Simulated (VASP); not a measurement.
# Zn2C (Fm-3m) in VASP: settings compared

Aim: see how the results for Zn2C move with the level of theory and the settings. Levels: PBE, r2SCAN. Tasks: single point.

Everything below comes from runs of VASP 6.6.1. Logs are shortened: lines on timing, memory, paths and dates and some standing lists are left out, and cuts for length are marked.

## 1. The cell of the first run

The structure is cubic, space group Fm-3m (No. 225). Conventional cell: a = 5.001 Å, b = 5.001 Å, c = 5.001 Å, α = 90.00°, β = 90.00°, γ = 90.00°. Within 2.9 Å of C (site symmetry m-3m) lie 8 Zn at 2.17 Å. Zn (site symmetry -43m) has 4 C at 2.17 Å and 6 Zn at 2.50 Å within 2.9 Å.

## 2. Single point, PBE (strain -3.0%)

The input, INCAR:

```
PREC = Accurate ; ENCUT = 520
EDIFF = 1E-6 ; ISMEAR = -1
SIGMA = 0.02 ; LREAL = False
LASPH = True ; NELM = 80
ALGO = Normal ; ISIF = 2
LWAVE = False ; LCHARG = False
GGA = PE ; NBANDS = 21
```

The input, KPOINTS:

```
Automatic mesh
0
Gamma
  8 8 8
```

The input, POSCAR:

```
Zn2C
1.0
    0.0000000000      2.5006105624      2.5006105624
    2.5006105624      0.0000000000      2.5006105624
    2.5006105624      2.5006105624      0.0000000000
C Zn
1 2
Direct
    0.0000000000      0.0000000000      0.0000000000
    0.2500000000      0.2500000000      0.2500000000
    0.7500000000      0.7500000000      0.7500000000
```

Potentials or basis: VASP PAW PBE potentials, release 64 (C, Zn).

Command:

```
> cat potpaw_PBE.64/C/POTCAR potpaw_PBE.64/Zn/POTCAR > POTCAR
> mpirun -np 1 vasp_std > vasp.out
```

OUTCAR:

```text
PREC = Accurate
   ENCUT = 520
   EDIFF = 1E-6
   ISMEAR = -1
   LREAL = False
   LASPH = True
   NELM = 80
   ISIF = 2
   GGA = PE

 ion  position               nearest neighbor table
   1  0.000  0.000  0.000-   3 2.17   3 2.17   3 2.17   2 2.17   3 2.17   2 2.17   2 2.17   2 2.17

   2  0.250  0.250  0.250-   1 2.17   1 2.17   1 2.17   1 2.17   3 2.50   3 2.50   3 2.50   3 2.50
                             3 2.50   3 2.50
   3  0.750  0.750  0.750-   1 2.17   1 2.17   1 2.17   1 2.17   2 2.50   2 2.50   2 2.50   2 2.50
                             2 2.50   2 2.50

  LATTYP: Found a face centered cubic cell.
 ALAT       =     5.0012211248

  Lattice vectors:

 A1 = (   0.0000000000,   2.5006105624,   2.5006105624)
 A2 = (   2.5006105624,   0.0000000000,   2.5006105624)
 A3 = (   2.5006105624,   2.5006105624,   0.0000000000)

Analysis of symmetry for initial positions (statically):
=====================================================================
 Subroutine PRICEL returns:
 Original cell was already a primitive cell.

 Routine SETGRP: Setting up the symmetry group for a
 face centered cubic supercell.

 Subroutine GETGRP returns: Found 48 space group operations
 (whereof 48 operations were pure point group operations)
 out of a pool of 48 trial point group operations.

The static configuration has the point symmetry O_h .

Analysis of symmetry for dynamics (positions and initial velocities):
=====================================================================
 Subroutine PRICEL returns:
 Original cell was already a primitive cell.

 Routine SETGRP: Setting up the symmetry group for a
 face centered cubic supercell.

 Subroutine GETGRP returns: Found 48 space group operations
 (whereof 48 operations were pure point group operations)
 out of a pool of 48 trial point group operations.

The dynamic configuration has the point symmetry O_h .

 Subroutine INISYM returns: Found 48 space group operations
 (whereof 48 operations are pure point group operations),
 and found     1 'primitive' translations

----------------------------------------------------------------------------------------

                                     Primitive cell

  volume of cell :      31.2729

  direct lattice vectors                    reciprocal lattice vectors
     0.000000000  2.500610562  2.500610562    -0.199951167  0.199951167  0.199951167
     2.500610562  0.000000000  2.500610562     0.199951167 -0.199951167  0.199951167
     2.500610562  2.500610562  0.000000000     0.199951167  0.199951167 -0.199951167

  length of vectors
     3.536397372  3.536397372  3.536397372     0.346325580  0.346325580  0.346325580

  position of ions in fractional coordinates (direct lattice)
     0.000000000  0.000000000  0.000000000
     0.250000000  0.250000000  0.250000000
     0.750000000  0.750000000  0.750000000

  ion indices of the primitive-cell ions
   primitive index   ion index
                 1           1
                 2           2
                 3           3

----------------------------------------------------------------------------------------

 KPOINTS: Automatic mesh

Automatic generation of k-mesh.
 Grid dimensions read from file:
 generate k-points for:    8    8    8

 Generating k-lattice:

  Cartesian coordinates                     Fractional coordinates (reciprocal lattice)
    -0.024993896  0.024993896  0.024993896     0.125000000  0.000000000  0.000000000
     0.024993896 -0.024993896  0.024993896     0.000000000  0.125000000  0.000000000
     0.024993896  0.024993896 -0.024993896     0.000000000  0.000000000  0.125000000

  Length of vectors
     0.043290698  0.043290698  0.043290698

  Shift w.r.t. Gamma in fractional coordinates (k-lattice)
     0.000000000  0.000000000  0.000000000

 Subroutine IBZKPT returns following result:
 ===========================================

 Found     29 irreducible k-points:

 Following reciprocal coordinates:
            Coordinates               Weight
  0.000000  0.000000  0.000000      1.000000
  0.125000  0.000000  0.000000      8.000000
  0.250000  0.000000  0.000000      8.000000
  0.375000  0.000000  0.000000      8.000000
  0.500000  0.000000  0.000000      4.000000
  0.125000  0.125000  0.000000      6.000000
[... 16 lines left out ...]
  0.500000  0.250000  0.125000     48.000000
 -0.375000  0.250000  0.125000     24.000000
 [... further k-points ...]
   k-points           NKPTS =     29   k-points in BZ     NKDIM =     29   number of bands    NBANDS=     21
   number of dos      NEDOS =    301   number of ions     NIONS =      3
   total plane-waves  NPLWV =  21952
   dimension x,y,z NGX =    28 NGY =   28 NGZ =   28
   dimension x,y,z NGXF=    56 NGYF=   56 NGZF=   56
   ions per type =               1   2
   NGX,Y,Z   is equivalent  to a cutoff of  13.16, 13.16, 13.16 a.u.
   NGXF,Y,Z  is equivalent  to a cutoff of  26.33, 26.33, 26.33 a.u.
 SYSTEM =  unknown system
   PREC   = accura    normal or accurate (medium, high low for compatibility)
   ISTART =      0    job   : 0-new  1-cont  2-samecut
   ICHARG =      2    charge: 1-file 2-atom 10-const
   ISPIN  =      1    spin polarized calculation?
   LNONCOLLINEAR =      F non collinear calculations
   LSORBIT =      F    spin-orbit coupling
   LASPH  =      T    aspherical Exc in radial PAW
   ENCUT  =  520.0 eV  38.22 Ry    6.18 a.u.   6.58  6.58  6.58*2*pi/ulx,y,z
   NELM   =     80;   NELMIN=  2; NELMDL= -5     # of ELM steps
   EDIFF  = 0.1E-05   stopping-criterion for ELM
   LREAL  =      F    real-space projection
   EDIFFG = 0.1E-04   stopping-criterion for IOM
   NSW    =      0    number of steps for IOM
   IBRION =     -1    ionic relax: 0-MD 1-quasi-New 2-CG
   NFREE  =      0    steps in history (QN), initial steepest desc. (CG)
   ISIF   =      2    stress and relaxation
   ISYM   =      2    0-nonsym 1-usesym 2-fastsym
   POTIM  = 0.5000    time-step for ionic-motion
   TEBEG  =    0.0;   TEEND  =   0.0 temperature during run
   PSTRESS=    0.0 pullay stress
   NELECT =      28.0000    total number of electrons
   NUPDOWN=      -1.0000    fix difference up-down
   EMIN   =  10.00;   EMAX   =-10.00  energy-range for DOS
   EFERMI =   0.00;   METHOD = LEGACY
   ISMEAR =    -1;   SIGMA  =   0.02  broadening in eV -4-tet -1-fermi 0-gaus
   EFERMI_NEDOS =   21; number of points for ismear=-14 and -15
   IALGO  =     38    algorithm
   IMIX   =      4    mixing-type and parameters
     AMIX     =   0.40;   BMIX     =  1.00
     AMIX_MAG =   1.60;   BMIX_MAG =  1.00
  volume/ion in A,a.u.               =      10.42        70.35
  Fermi-wavevector in a.u.,A,eV,Ry     =   1.577871  2.981744 33.874103  2.489676
  Thomas-Fermi vector in A             =   2.678487
   LORBIT       =      0    0 simple, 1 ext, 2 COOP (PROOUT), +10 PAW based schemes
   GGA     = PE    functional components
   LHFCALC =     F    Hartree Fock is set to
   AEXX    =    0.0000 exact exchange contribution
   IVDW    =     0    specifies the selected vdW correction
   LEPSILON=     F    determine dielectric tensor
   LRPA    =     F    only Hartree local field effects (RPA)
 non-spin polarized calculation
  energy-cutoff  :      520.00
  volume of cell :       31.27
 maximum number of plane-waves:       869
 NGX is ok and might be reduce to    28
   NGX = 13   NGY = 13   NGZ = 13

 number of electron      28.0000018 magnetization

 Free energy of the ion-electron system (eV)
  ---------------------------------------------------
  ext. energy  EPLUGINS =         0.00000000
  ---------------------------------------------------
  free energy    TOTEN  =        -9.01085897 eV

  energy without entropy =       -9.01085732  energy(sigma->0) =       -9.01085815

 E-fermi :   5.7362     XC(G=0): -12.5687

 val. band max:        5.5810883348   @ k =   0.0000   0.0000   0.0000
 cond. band min:       5.8692373291   @ k =   0.0000   0.0000   0.0000
 fundamental gap:      0.2881489943
 Fermi energy:         5.7361574084

 k-point     1 :       0.0000    0.0000    0.0000
  band No.  band energies     occupation
      1      -9.4190      2.00000
      2      -3.6807      2.00000
      3      -3.6807      2.00000
      4      -3.6807      2.00000
      5      -3.3918      2.00000
      6      -3.3918      2.00000
[... 13 lines left out ...]
     20      17.1180      0.00000
     21      17.1180      0.00000

 k-point     2 :       0.1250    0.0000    0.0000
  band No.  band energies     occupation
      1      -9.1963      2.00000
      2      -3.7010      2.00000
      3      -3.6205      2.00000
      4      -3.6205      2.00000
      5      -3.3237      2.00000
      6      -3.3237      2.00000
[... 13 lines left out ...]
     20      16.1313      0.00000
     21      16.3255      0.00000

 k-point     3 :       0.2500    0.0000    0.0000
  band No.  band energies     occupation
      1      -8.5780      2.00000
      2      -3.7263      2.00000
      3      -3.4561      2.00000
      4      -3.4561      2.00000
      5      -3.1260      2.00000
      6      -3.1260      2.00000
[... 13 lines left out ...]
     20      15.7040      0.00000
     21      15.7040      0.00000
[... 457 lines left out ...]
 k-point    23 :       0.5000    0.2500    0.1250
  band No.  band energies     occupation
      1      -7.3939      2.00000
      2      -3.7866      2.00000
      3      -3.1249      2.00000
      4      -3.0167      2.00000
      5      -2.8100      2.00000
      6      -2.7220      2.00000
[... 13 lines left out ...]
     20      17.8405      0.00000
     21      19.3770      0.00000

 k-point    24 :      -0.3750    0.2500    0.1250
  band No.  band energies     occupation
      1      -7.0543      2.00000
      2      -3.4680      2.00000
      3      -3.2672      2.00000
      4      -3.0054      2.00000
      5      -2.6970      2.00000
      6      -2.6719      2.00000
[... 13 lines left out ...]
     20      16.8858      0.00000
     21      19.3070      0.00000

 [... further k-points ...]

------------------------ aborting loop because EDIFF is reached ----------------------------------------

  FORCE on cell =-STRESS in cart. coord.  units (eV):
  Direction    XX          YY          ZZ          XY          YZ          ZX
  --------------------------------------------------------------------------------------
  -------------------------------------------------------------------------------------
  Total        4.3190667      4.3190667      4.3190667      0.0000000      0.0000000     -0.0000000
  in kB      221.2749832    221.2749832    221.2749832      0.0000000      0.0000000     -0.0000000
  external PRESSURE =     221.2749832 kB  Pullay stress =       0.0000000 kB

 VOLUME and BASIS-vectors are now :
 -----------------------------------------------------------------------------
  energy-cutoff  :      520.00
  volume of cell :       31.27
      direct lattice vectors                 reciprocal lattice vectors
     0.000000000  2.500610562  2.500610562    -0.199951167  0.199951167  0.199951167
     2.500610562  0.000000000  2.500610562     0.199951167 -0.199951167  0.199951167
     2.500610562  2.500610562  0.000000000     0.199951167  0.199951167 -0.199951167

 POSITION                                       TOTAL-FORCE (eV/Angst)
 -----------------------------------------------------------------------------------
      0.00000      0.00000      0.00000         0.000000     -0.000000      0.000000
      1.25031      1.25031      1.25031        -0.000000     -0.000000     -0.000000
      3.75092      3.75092      3.75092        -0.000000      0.000000     -0.000000
 -----------------------------------------------------------------------------------
    total drift:                                0.000000      0.000000      0.000000

  FREE ENERGIE OF THE ION-ELECTRON SYSTEM (eV)
  ---------------------------------------------------
  free  energy   TOTEN  =        -9.0108589715 eV

  energy  without entropy=       -9.0108573215  energy(sigma->0) =       -9.01085815
```

Wall time 27 s (1 thread of Intel Xeon Platinum 8259CL at 2.50GHz (Skylake/Cascade Lake), shared host); peak memory 0.16 GiB.

Results:

```yaml
Free_energy: -9.0109 eV
Pressure: 22.1 GPa
Band_gap_on_the_k_mesh: 0.29 eV, direct
```

Caveat: the cell differs from its parent crystal (strain -3.0%).

## 3. Single point, PBE

This run uses another cell than the first one, of 11.42 Å³/atom, 1.096 times its volume.

The input, INCAR:

```
SYSTEM = Zn2C
PREC     = Accurate       ! precision mode
ENCUT    = 520            ! plane-wave cutoff, eV
EDIFF    = 1E-6           ! SCF threshold, eV
ISMEAR   = -1             ! smearing method
SIGMA    = 0.02           ! smearing width, eV
LREAL    = .False.        ! projectors in reciprocal space
LASPH    = .True.         ! aspherical terms in the spheres
NELM     = 60             ! most SCF steps
ALGO     = Normal         ! electronic algorithm
ISIF     = 2              ! what is computed and relaxed
LWAVE    = .False.        ! write WAVECAR
LCHARG   = .True.         ! write CHGCAR
GGA      = PE             ! functional
LELF     = .True.         ! ELF
LVHAR    = .True.       
NBANDS   = 21             ! bands
```

The input, KPOINTS:

```
regular mesh
0
Gamma
  8 8 8
  0 0 0
```

The input, POSCAR:

```
Zn2C
1.0
    0.0000000000      2.5779490334      2.5779490334
    2.5779490334      0.0000000000      2.5779490334
    2.5779490334      2.5779490334      0.0000000000
C Zn
1 2
Direct
    0.0000000000      0.0000000000      0.0000000000
    0.2500000000      0.2500000000      0.2500000000
    0.7500000000      0.7500000000      0.7500000000
```

Potentials or basis: VASP PAW PBE potentials, release 64 (C, Zn).

Command:

```
> cat potpaw_PBE.64/C/POTCAR potpaw_PBE.64/Zn/POTCAR > POTCAR
> mpirun -np 1 vasp_std > vasp.out
```

Run time: 24 s. Hardware: 1 thread of Intel Xeon Platinum 8259CL at 2.50GHz (Skylake/Cascade Lake), shared host; peak memory 0.16 GiB.

It converged, with:

```yaml
Free_energy: -9.2498 eV
Pressure: 4.9 GPa
Band_gap_on_the_k_mesh: zero (filled and empty bands touch)
```

Levels at points of the mesh, in eV from the Fermi level:
| k point | band 11 | band 12 | band 13 | band 14 | band 15 | band 16 | band 17 | band 18 |
| --- | --- | --- | --- | --- | --- | --- | --- | --- |
| (0.00, 0.00, 0.00) | -6.84 | -0.10 | -0.01 | -0.01 | -0.01 | 4.18 | 4.18 | 4.18 |
| (0.50, 0.00, 0.00) | -7.28 | -7.05 | -1.16 | -1.16 | 0.85 | 5.14 | 5.14 | 5.89 |
| (0.50, 0.50, 0.00) | -6.87 | -5.33 | -3.78 | -3.78 | 0.93 | 1.58 | 7.43 | 9.04 |

[end of part 1 of 2]
